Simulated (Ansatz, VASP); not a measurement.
**SnW4: VASP beside Ansatz**

INCAR

```
ALGO = Fast
EDIFF = 1E-6
EDIFFG = -0.01
ENCUT = 600
GGA = PE
IBRION = 2
ISIF = 3
ISMEAR = 0
LASPH = T
LCHARG = F
LREAL = F
LWAVE = F
NELM = 100
NSW = 100
PREC = Accurate
SIGMA = 0.1
```

KPOINTS

```
k-points
0
Gamma
  10 10 10
```

Contents of POSCAR:

```
SnW4
1.0
    0.0000000000      3.7742142973      3.7742142973
    3.7742142973      0.0000000000      3.7742142973
    3.7742142973      3.7742142973      0.0000000000
Sn W
1 4
Direct
    0.2500000000      0.2500000000      0.2500000000
    0.8728498351      0.3814504948      0.8728498351
    0.8728498351      0.8728498351      0.8728498351
    0.3814504948      0.8728498351      0.8728498351
    0.8728498351      0.8728498351      0.3814504948
```

Input for Ansatz:

```yaml
crystal:
  lattice:
    - [0.0, 3.7742142973, 3.7742142973]
    - [3.7742142973, 0.0, 3.7742142973]
    - [3.7742142973, 3.7742142973, 0.0]
  atoms:
    - { symbol: Sn, position: [0.25, 0.25, 0.25] }
    - { symbol: W, position: [0.8728498351, 0.3814504948, 0.8728498351] }
    - { symbol: W, position: [0.8728498351, 0.8728498351, 0.8728498351] }
    - { symbol: W, position: [0.3814504948, 0.8728498351, 0.8728498351] }
    - { symbol: W, position: [0.8728498351, 0.8728498351, 0.3814504948] }
basis:
  ecutwfc: 420
kpoints:
  mp_grid: { grid: [10, 10, 10] }
hamiltonian:
  xc: pbe
scf:
  occupations: { method: gaussian, width: 0.1 }
output:
  forces: true
  stress: true
  eigenvalues: true
relax:
  adjacent_minimum: "off"
  f_tol: 0.01
  max_steps: 80
  cell: { stress_tol: 0.05 }
```

Alike in both runs: task relaxation of cell and atoms; functional PBE; k mesh 10 × 10 × 10; occupations gaussian, width 0.1 eV; no spin polarisation.

|  | VASP | Ansatz |
| --- | --- | --- |
| version | VASP 6.6.1 | Ansatz 0.2.0 |
| potentials or method | VASP PAW PBE potentials, release 64 (Sn_d, W_sv), cutoff 600 eV | scalar-relativistic, plane waves, PAW |
| valence electrons in the cell | 70 | 70 |

```csv
,VASP,Ansatz,Ansatz less VASP
"gap on the k mesh at the Fermi level, each at its own relaxed structure (eV)",none,none,-
relaxed volume (Å³/atom),21.52,21.47,-0.048
relaxed cell length with the largest relative difference (Å),5.339,5.335,-0.0040
```

A gap of «none» marks a metal or a gap that the smearing closes.

Spin-orbit coupling is off throughout.
